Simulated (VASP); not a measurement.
NaSe, 2 atoms in the cell. Symmetry: Fm-3m, No. 225, cubic system. The conventional cell has a = 5.987 Å, b = 5.987 Å, c = 5.987 Å, α = 90.00°, β = 90.00°, γ = 90.00°. Within 3.9 Å of Na (site symmetry m-3m) lie 6 Se at 2.99 Å. Within 3.9 Å of Se (site symmetry m-3m) lie 6 Na at 2.99 Å. 

| Property | Result |
| --- | --- |
| Program | VASP 6.6.1 |
| Task | relaxation of cell and atoms |
| Functional | PBEsol |
| Dispersion | D3(BJ) |
| Potentials or basis | VASP PAW PBE potentials, release 64 (Na_pv, Se) |
| Cutoff | 600 eV |
| k mesh | 6 × 6 × 6 |
| Occupations | methfessel-paxton, width 0.1 eV |
| Spin | no spin polarisation |
| Dipole correction | no |
| Further INCAR settings | ALGO = Normal; EDIFF = 1e-07; IBRION = 2; EDIFFG = -0.01; NSW = 80; ISIF = 3 |

Potentials or basis: VASP PAW PBE potentials, release 64 (Na_pv, Se).

Run with:

```bash
$ cat potpaw_PBE.64/Na_pv/POTCAR potpaw_PBE.64/Se/POTCAR > POTCAR
$ mpirun -np 1 vasp_std > vasp.out
```

Hardware: 1 thread of Intel(R) Xeon(R) Platinum 8259CL CPU @ 2.50GHz (Skylake/Cascade Lake), with other jobs on the host.

Q: How long does it take, and how much memory?

A: It took 36 s on 1 thread of Intel(R) Xeon(R) Platinum 8259CL CPU @ 2.50GHz (Skylake/Cascade Lake), with other jobs on the host, peak memory 0.22 GiB. Counts: scf iterations 35, k points 16, ion steps 4.
